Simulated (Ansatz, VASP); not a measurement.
# Al: VASP beside Ansatz

INCAR

```
PREC = Accurate ; ENCUT = 520
EDIFF = 1E-7 ; ISMEAR = 0
SIGMA = 0.15 ; LREAL = F
LASPH = T ; NELM = 60
ALGO = Normal ; ISIF = 2
LWAVE = F ; LCHARG = T
GGA = PS ; IVDW = 12
LELF = T ; LVHAR = T
NBANDS = 14
```

The input KPOINTS:

```
regular mesh
0
Gamma
  18 18 6
```

Contents of POSCAR:

```
Al
1.0
    2.8188791495      0.0000000000      0.0000000000
   -1.4094395747      2.4412209537      0.0000000000
    0.0000000000      0.0000000000      8.7114641235
Al
4
Direct
    0.0000000000      0.0000000000      0.0000000000
    0.3333333333      0.6666666667      0.2500000000
    0.0000000000      0.0000000000      0.5000000000
    0.6666666667      0.3333333333      0.7500000000
```

Input for Ansatz:

```yaml
crystal:
  lattice:
    - [2.8188791495, 0.0, 0.0]
    - [-1.4094395747, 2.4412209537, 0.0]
    - [0.0, 0.0, 8.7114641235]
  atoms:
    - { symbol: Al, position: [0.0, 0.0, 0.0] }
    - { symbol: Al, position: [0.3333333333, 0.6666666667, 0.25] }
    - { symbol: Al, position: [0.0, 0.0, 0.5] }
    - { symbol: Al, position: [0.6666666667, 0.3333333333, 0.75] }
basis:
  ecutwfc: 420
kpoints:
  mp_grid: { grid: [18, 18, 6] }
hamiltonian:
  xc: pbesol
  pseudopotentials: { kind: paw, azcp: { folder: soft_1 } }
  dispersion: d3bj
scf:
  occupations: { method: gaussian, width: 0.15 }
output:
  forces: true
  stress: true
  eigenvalues: true
```

Alike in both runs: task single point; functional PBEsol; dispersion D3(BJ); k mesh 18 × 18 × 6; occupations gaussian, width 0.15 eV; no spin polarisation.

```csv
,VASP,Ansatz
version,VASP 6.6.1,Ansatz 0.2.0
potentials or method,"VASP PAW PBE potentials, release 64 (Al), cutoff 520 eV","scalar-relativistic, plane waves, PAW"
valence electrons in the cell,12,12
```

|  | VASP | Ansatz | Ansatz less VASP |
| --- | --- | --- | --- |
| gap on the k mesh at the Fermi level (eV) | none | none | - |
| pressure (GPa) | 4.5 | 4.4 | -0.13 |
| traceless stress, the component that is largest in VASP (GPa) | 4.23 | 4.19 | -0.033 |

VASP's potentials were made for PBE, not for PBEsol, and Ansatz warns of the same on its side. A gap of «none» marks a metal or a gap that the smearing closes.
